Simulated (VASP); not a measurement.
# TiN (Fm-3m) in VASP: notebook, part 2 of 3

VASP 6.6.1. The steps go on from the part before.

## (3) Single point, PBE (9.86 Å³/atom)

This run uses another cell than the first one, of 9.86 Å³/atom.

Input file INCAR:

```
SYSTEM = TiN
PREC = Accurate ; ENCUT = 520
EDIFF = 1E-6 ; ISMEAR = 0
SIGMA = 0.1 ; LREAL = .False.
LASPH = .True. ; NELM = 100
ALGO = Normal ; ISIF = 2
LWAVE = .False. ; LCHARG = .False.
GGA = PE ; NBANDS = 16
```

Input file KPOINTS:

```
Automatic mesh
0
Gamma
  18 18 18
  0 0 0
```

Input file POSCAR:

```
TiN
1.0
    0.0000000000      2.1443901449      2.1443901449
    2.1443901449      0.0000000000      2.1443901449
    2.1443901449      2.1443901449      0.0000000000
Ti N
1 1
Direct
    0.0000000000      0.0000000000      0.0000000000
    0.5000000000      0.5000000000      0.5000000000
```

Potentials or basis: VASP PAW PBE potentials, release 64 (Ti_sv, N).

Launch:

```console
cat potpaw_PBE.64/Ti_sv/POTCAR potpaw_PBE.64/N/POTCAR > POTCAR
mpirun -np 1 vasp_std > vasp.out
```

OUTCAR:

```text
SYSTEM = TiN
   PREC = Accurate
   ENCUT = 520
   EDIFF = 1E-6
   ISMEAR = 0
   LREAL = .False.
   LASPH = .True.
   NELM = 100
   ISIF = 2
   GGA = PE

 ion  position               nearest neighbor table
   1  0.000  0.000  0.000-   2 2.14   2 2.14   2 2.14   2 2.14   2 2.14   2 2.14
   2  0.500  0.500  0.500-   1 2.14   1 2.14   1 2.14   1 2.14   1 2.14   1 2.14

  LATTYP: Found a face centered cubic cell.
 ALAT       =     4.2887802898

  Lattice vectors:

 A1 = (   0.0000000000,   2.1443901449,   2.1443901449)
 A2 = (   2.1443901449,   0.0000000000,   2.1443901449)
 A3 = (   2.1443901449,   2.1443901449,   0.0000000000)

Analysis of symmetry for initial positions (statically):
=====================================================================
 Subroutine PRICEL returns:
 Original cell was already a primitive cell.

 Routine SETGRP: Setting up the symmetry group for a
 face centered cubic supercell.

 Subroutine GETGRP returns: Found 48 space group operations
 (whereof 48 operations were pure point group operations)
 out of a pool of 48 trial point group operations.

The static configuration has the point symmetry O_h .

Analysis of symmetry for dynamics (positions and initial velocities):
=====================================================================
 Subroutine PRICEL returns:
 Original cell was already a primitive cell.

 Routine SETGRP: Setting up the symmetry group for a
 face centered cubic supercell.

 Subroutine GETGRP returns: Found 48 space group operations
 (whereof 48 operations were pure point group operations)
 out of a pool of 48 trial point group operations.

The dynamic configuration has the point symmetry O_h .

 Subroutine INISYM returns: Found 48 space group operations
 (whereof 48 operations are pure point group operations),
 and found     1 'primitive' translations

----------------------------------------------------------------------------------------

                                     Primitive cell

  volume of cell :      19.7216

  direct lattice vectors                    reciprocal lattice vectors
     0.000000000  2.144390145  2.144390145    -0.233166526  0.233166526  0.233166526
     2.144390145  0.000000000  2.144390145     0.233166526 -0.233166526  0.233166526
     2.144390145  2.144390145  0.000000000     0.233166526  0.233166526 -0.233166526

  length of vectors
     3.032625626  3.032625626  3.032625626     0.403856269  0.403856269  0.403856269

  position of ions in fractional coordinates (direct lattice)
     0.000000000  0.000000000  0.000000000
     0.500000000  0.500000000  0.500000000

  ion indices of the primitive-cell ions
   primitive index   ion index
                 1           1
                 2           2

----------------------------------------------------------------------------------------

 KPOINTS: Automatic mesh

Automatic generation of k-mesh.
 Grid dimensions read from file:
 generate k-points for:   18   18   18

 Generating k-lattice:

  Cartesian coordinates                     Fractional coordinates (reciprocal lattice)
    -0.012953696  0.012953696  0.012953696     0.055555556  0.000000000  0.000000000
     0.012953696 -0.012953696  0.012953696     0.000000000  0.055555556  0.000000000
     0.012953696  0.012953696 -0.012953696     0.000000000  0.000000000  0.055555556

  Length of vectors
     0.022436459  0.022436459  0.022436459

  Shift w.r.t. Gamma in fractional coordinates (k-lattice)
     0.000000000  0.000000000  0.000000000

 Subroutine IBZKPT returns following result:
 ===========================================

 Found    195 irreducible k-points:

 Following reciprocal coordinates:
            Coordinates               Weight
  0.000000  0.000000  0.000000      1.000000
  0.055556  0.000000  0.000000      8.000000
  0.111111  0.000000  0.000000      8.000000
  0.166667  0.000000  0.000000      8.000000
  0.222222  0.000000  0.000000      8.000000
  0.277778  0.000000  0.000000      8.000000
[... 16 lines left out ...]
 -0.277778  0.055556  0.000000     24.000000
 -0.222222  0.055556  0.000000     24.000000
 [... further k-points ...]
   k-points           NKPTS =    195   k-points in BZ     NKDIM =    195   number of bands    NBANDS=     16
   number of dos      NEDOS =    301   number of ions     NIONS =      2
   total plane-waves  NPLWV =  13824
   dimension x,y,z NGX =    24 NGY =   24 NGZ =   24
   dimension x,y,z NGXF=    48 NGYF=   48 NGZF=   48
   ions per type =               1   1
   NGX,Y,Z   is equivalent  to a cutoff of  13.16, 13.16, 13.16 a.u.
   NGXF,Y,Z  is equivalent  to a cutoff of  26.31, 26.31, 26.31 a.u.
 SYSTEM =  TiN
   PREC   = accura    normal or accurate (medium, high low for compatibility)
   ISTART =      0    job   : 0-new  1-cont  2-samecut
   ICHARG =      2    charge: 1-file 2-atom 10-const
   ISPIN  =      1    spin polarized calculation?
   LNONCOLLINEAR =      F non collinear calculations
   LSORBIT =      F    spin-orbit coupling
   LASPH  =      T    aspherical Exc in radial PAW
   ENCUT  =  520.0 eV  38.22 Ry    6.18 a.u.   5.64  5.64  5.64*2*pi/ulx,y,z
   NELM   =    100;   NELMIN=  2; NELMDL= -5     # of ELM steps
   EDIFF  = 0.1E-05   stopping-criterion for ELM
   LREAL  =      F    real-space projection
   EDIFFG = 0.1E-04   stopping-criterion for IOM
   NSW    =      0    number of steps for IOM
   IBRION =     -1    ionic relax: 0-MD 1-quasi-New 2-CG
   NFREE  =      0    steps in history (QN), initial steepest desc. (CG)
   ISIF   =      2    stress and relaxation
   ISYM   =      2    0-nonsym 1-usesym 2-fastsym
   POTIM  = 0.5000    time-step for ionic-motion
   TEBEG  =    0.0;   TEEND  =   0.0 temperature during run
   PSTRESS=    0.0 pullay stress
   NELECT =      17.0000    total number of electrons
   NUPDOWN=      -1.0000    fix difference up-down
   EMIN   =  10.00;   EMAX   =-10.00  energy-range for DOS
   EFERMI =   0.00;   METHOD = LEGACY
   ISMEAR =     0;   SIGMA  =   0.10  broadening in eV -4-tet -1-fermi 0-gaus
   EFERMI_NEDOS =   21; number of points for ismear=-14 and -15
   IALGO  =     38    algorithm
   IMIX   =      4    mixing-type and parameters
     AMIX     =   0.40;   BMIX     =  1.00
     AMIX_MAG =   1.60;   BMIX_MAG =  1.00
  volume/ion in A,a.u.               =       9.86        66.54
  Fermi-wavevector in a.u.,A,eV,Ry     =   1.558035  2.944260 33.027795  2.427474
  Thomas-Fermi vector in A             =   2.661599
   LORBIT       =      0    0 simple, 1 ext, 2 COOP (PROOUT), +10 PAW based schemes
   GGA     = PE    functional components
   LHFCALC =     F    Hartree Fock is set to
   AEXX    =    0.0000 exact exchange contribution
   IVDW    =     0    specifies the selected vdW correction
   LEPSILON=     F    determine dielectric tensor
   LRPA    =     F    only Hartree local field effects (RPA)
 non-spin polarized calculation
 Gauss-broadening in eV      SIGMA  =   0.10
  energy-cutoff  :      520.00
  volume of cell :       19.72
 maximum number of plane-waves:       544
   NGX = 11   NGY = 11   NGZ = 11

 number of electron      17.0000002 magnetization

 Free energy of the ion-electron system (eV)
  ---------------------------------------------------
  ext. energy  EPLUGINS =         0.00000000
  ---------------------------------------------------
  free energy    TOTEN  =       -19.62660799 eV

  energy without entropy =      -19.62212839  energy(sigma->0) =      -19.62436819

 E-fermi :  11.0032     XC(G=0): -12.8379

 val. band max:       10.9746333939   @ k =  -0.1667   0.1111   0.0000
 cond. band min:      11.0062218829   @ k =   0.1111   0.0556   0.0000
 fundamental gap:      0.0315884890
 Fermi energy:        11.0031966151

 k-point     1 :       0.0000    0.0000    0.0000
  band No.  band energies     occupation
      1     -46.9160      2.00000
      2     -22.9178      2.00000
      3     -22.9178      2.00000
      4     -22.9178      2.00000
      5      -5.8928      2.00000
      6       9.0047      2.00000
[... 8 lines left out ...]
     15      24.0766      0.00000
     16      30.3044      0.00000
[... 419 lines left out ...]
 k-point    24 :      -0.2222    0.0556    0.0000
  band No.  band energies     occupation
      1     -46.8753      2.00000
      2     -23.1928      2.00000
      3     -22.9607      2.00000
      4     -22.9346      2.00000
      5      -4.9113      2.00000
      6       5.6656      2.00000
[... 8 lines left out ...]
     15      23.6770      0.00000
     16      27.6760      0.00000

 [... further k-points ...]

------------------------ aborting loop because EDIFF is reached ----------------------------------------

  FORCE on cell =-STRESS in cart. coord.  units (eV):
  Direction    XX          YY          ZZ          XY          YZ          ZX
  --------------------------------------------------------------------------------------
  -------------------------------------------------------------------------------------
  Total       -0.8926305     -0.8926305     -0.8926305      0.0000000     -0.0000000      0.0000000
  in kB      -72.5171811    -72.5171811    -72.5171811      0.0000000     -0.0000000      0.0000000
  external PRESSURE =     -72.5171811 kB  Pullay stress =       0.0000000 kB

 VOLUME and BASIS-vectors are now :
 -----------------------------------------------------------------------------
  energy-cutoff  :      520.00
  volume of cell :       19.72
      direct lattice vectors                 reciprocal lattice vectors
     0.000000000  2.144390145  2.144390145    -0.233166526  0.233166526  0.233166526
     2.144390145  0.000000000  2.144390145     0.233166526 -0.233166526  0.233166526
     2.144390145  2.144390145  0.000000000     0.233166526  0.233166526 -0.233166526

 POSITION                                       TOTAL-FORCE (eV/Angst)
 -----------------------------------------------------------------------------------
      0.00000      0.00000      0.00000         0.000000     -0.000000      0.000000
      2.14439      2.14439      2.14439         0.000000      0.000000     -0.000000
 -----------------------------------------------------------------------------------
    total drift:                                0.000000     -0.000000     -0.000000

  FREE ENERGIE OF THE ION-ELECTRON SYSTEM (eV)
  ---------------------------------------------------
  free  energy   TOTEN  =       -19.6266079928 eV

  energy  without entropy=      -19.6221283916  energy(sigma->0) =      -19.62436819
```

stdout:

```text
POSCAR found type information on POSCAR TiN
 POSCAR found :  2 types and       2 ions
 scaLAPACK will be used
 LDA part: xc-table for (Slater+PW92), standard interpolation
 POSCAR, INCAR and KPOINTS ok, starting setup
 FFT: planning ... GRIDC
 FFT: planning ... GRID_SOFT
 FFT: planning ... GRID
 WAVECAR not read
 entering main loop
```

Wall time 80 s (1 thread of Intel Xeon 8259CL, shared host); peak memory 0.19 GiB.

Results:

- Free energy: -19.6266 eV
- Pressure: -7.3 GPa
- Band gap on the k mesh: zero (an odd number of electrons rules out a gap without spin polarisation)

Levels at points of the mesh, in eV from the Fermi level:
```csv
k point,band 7,band 8,band 9,band 10,band 11,band 12
"(0.00, 0.00, 0.00)",-2.00,-2.00,-0.59,-0.59,-0.59,0.55
"(0.50, 0.00, 0.00)",-5.30,-5.30,1.59,1.59,2.23,5.47
"(0.50, 0.50, 0.00)",-3.18,-3.18,-2.92,1.55,2.25,2.25
```

Caveat: the cell stands under tension.

[end of part 2 of 3]
